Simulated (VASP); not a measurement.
KBr: single point with PBE

Crystal: KBr.

```
CELL_PARAMETERS angstrom
0.00000 3.28019 3.28019
3.28019 0.00000 3.28019
3.28019 3.28019 0.00000
ATOMIC_POSITIONS crystal
K 0.00000 0.00000 0.00000
Br 0.50000 0.50000 0.50000
```

This cell differs from its parent crystal: strained.

| Item | Value |
| --- | --- |
| Program | VASP 6.6.1 |
| Task | single point |
| Functional | PBE |
| Potentials or basis | VASP PAW PBE potentials, release 64 (K_sv, Br) |
| Cutoff | 520 eV |
| k mesh | 6 × 6 × 6 |
| Occupations | gaussian, width 0.02 eV |
| Spin | no spin polarisation |

```json
{"Pressure": "1.1 GPa", "Band gap on the k mesh": "4.48 eV, direct"}
```

Levels at points of the mesh, in eV from the valence-band top:
```tsv
k point	band 4	band 5	band 6	band 7	band 8	band 9	band 10	band 11	band 12	band 13
(0.00, 0.00, 0.00)	-11.22	-11.22	0.00	0.00	0.00	4.48	7.61	7.61	7.61	8.44
(0.50, 0.00, 0.00)	-11.23	-10.96	-1.21	-0.35	-0.35	6.63	8.30	9.81	9.81	10.13
(0.50, 0.50, 0.00)	-11.26	-11.26	-0.83	-0.29	-0.29	5.84	7.27	9.40	9.61	9.74
```

Run time: 7.6 s on 1 thread of Intel(R) Xeon(R) 6975P-C (Granite Rapids), with other jobs on the host, peak memory 0.2 GiB.

Caveat: the cell differs from its parent crystal (strained).
